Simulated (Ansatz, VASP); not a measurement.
## SnO2 in VASP and in Ansatz

```
CELL_PARAMETERS angstrom
1.57865 0.91143 4.52797
-1.57865 0.91143 4.52797
0.00000 -1.82287 4.52797
ATOMIC_POSITIONS crystal
Sn 0.50000 0.50000 0.50000
O 0.24144 0.24144 0.24144
O 0.75856 0.75856 0.75856
```

Alike in both runs: task single point; functional PBEsol; k mesh 12 × 12 × 12; occupations gaussian, width 0.05 eV; no spin polarisation.

|  | VASP | Ansatz |
| --- | --- | --- |
| version | VASP 6.6.1 | Ansatz 0.2.0 |
| potentials or method | VASP PAW PBE potentials, release 64 (Sn_d, O), cutoff 520 eV | scalar-relativistic, plane waves, PAW |
| valence electrons in the cell | 26 | 26 |

VASP gave:

```
gap on the k mesh at the Fermi level (eV)                     : 2.13
least direct gap on the mesh (eV)                             : 2.20
pressure (GPa)                                                : 5.0
traceless stress, the component that is largest in VASP (GPa) : -4.36
rms of the force components (eV/Å)                            : 0.032
```

**Question.** What did Ansatz give for the same quantities?

**Answer.** gap on the k mesh at the Fermi level (eV): 2.15; least direct gap on the mesh (eV): 2.21; pressure (GPa): 4.2; traceless stress, the component that is largest in VASP (GPa): -3.86; rms of the force components (eV/Å): 0.000.

VASP's potentials were made for PBE, not for PBEsol, and Ansatz warns of the same on its side. Atom by atom the forces differ by 0.032 eV/Å (rms over components).
